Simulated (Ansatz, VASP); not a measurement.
LaHg in VASP and in Ansatz

```
La Hg
1.0
     3.58702    0.00000    0.00000
     0.00000    3.58702    0.00000
     0.00000    0.00000    3.58702
La Hg
1 1
Direct
  0.50000 0.50000 0.50000
  0.00000 0.00000 0.00000
```

Change from the starting cell: volume scaled by 0.8, LAPW.

Alike in both runs: task single point; functional LDA; k mesh 9 × 9 × 9; occupations fermi-dirac, width 0.05 eV; no spin polarisation.

|  | VASP | Ansatz |
| --- | --- | --- |
| version | VASP 6.6.1 | Ansatz 0.2.0 |
| potentials or method | VASP PAW LDA potentials, release 64 (La, Hg), cutoff 520 eV | all-electron LAPW, scalar-relativistic |

Ansatz gave:

```
pressure (GPa) : 15.9
```

Task: What did VASP give for the same quantities?

Result: Pressure (GPa): 16.3.

LDA's correlation is that of Perdew and Zunger in VASP and of Perdew and Wang (1992) in Ansatz. Ansatz ran all-electron here, and VASP with PAW potentials.

Neither program's run includes spin-orbit coupling.
